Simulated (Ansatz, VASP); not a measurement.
Given: the input of a run of VASP 6.6.1 on NiO.

The input INCAR:

```
  ALGO = Normal
  EDIFF = 1E-7
  EDIFFG = -0.01
  ENCUT = 600
  GGA = CA
  IBRION = 2
  ISIF = 3
  ISMEAR = -1
  ISPIN = 2
  LASPH = True
  LCHARG = False
  LMAXMIX = 4
  LORBIT = 11
  LREAL = False
  LWAVE = False
  MAGMOM = 1 0
  NELM = 150
  NSW = 80
  PREC = Accurate
  SIGMA = 0.05
```

The input KPOINTS:

```
k-points
0
Gamma
  11 11 11
```

POSCAR

```
NiO
1.0
    0.0000000000      2.0859016414      2.0859016414
    2.0859016414      0.0000000000      2.0859016414
    2.0859016414      2.0859016414      0.0000000000
Ni O
1 1
Direct
    0.0000000000      0.0000000000      0.0000000000
    0.5000000000      0.5000000000      0.5000000000
```

Potentials or basis: VASP PAW LDA potentials, release 64 (Ni, O).

Launch:

```bash
$ cat potpaw_LDA.64/Ni/POTCAR potpaw_LDA.64/O/POTCAR > POTCAR
$ mpirun -np 1 vasp_std > vasp.out
```

**Question.** Set up the same calculation for Ansatz 0.2.0. Potentials there: all-electron LAPW, scalar-relativistic.

**Answer.** As run (the cutoff follows the program's own potentials):

The input input.yaml:

```yaml
crystal:
  lattice:
    - [0.0, 2.0859016414, 2.0859016414]
    - [2.0859016414, 0.0, 2.0859016414]
    - [2.0859016414, 2.0859016414, 0.0]
  atoms:
    - { symbol: Ni, position: [0.0, 0.0, 0.0], spin: 1.0 }
    - { symbol: O, position: [0.5, 0.5, 0.5] }
kpoints:
  mp_grid: { grid: [11, 11, 11] }
scf:
  occupations: { method: fermi_dirac, width: 0.05 }
hamiltonian:
  xc: lda
  pseudopotentials: { kind: all_electron, lapw: { basis_error: 0.001 } }
magnetization:
  spin_polarized: true
output:
  forces: true
  stress: true
relax:
  f_tol: 0.01
  max_steps: 60
  cell: {}
```

Potentials or basis: all-electron LAPW, scalar-relativistic.

Run with:

```bash
$ ansatz run input.yaml --threads 2 --pin off --max-ram 6144MiB --backend cpu --events-out ev --progress --plain --runs-dir out
```

Both were run:

|  | VASP | Ansatz | Ansatz less VASP |
| --- | --- | --- | --- |
| net moment per atom (μB) | 0.14 | 0.16 | +0.018 |
| size of the moment on the site where the two differ most (μB) | 0.23 | 0.27 | +0.032 |
| relaxed volume (Å³/atom) | 8.27 | 8.27 | +0.002 |
| relaxed cell length with the largest relative difference (Å) | 2.860 | 2.860 | +0.0003 |

LDA's correlation is that of Perdew and Zunger in VASP and of Perdew and Wang (1992) in Ansatz. Site moments also hang on the region over which each program counts them. Ansatz ran all-electron here, and VASP with PAW potentials.
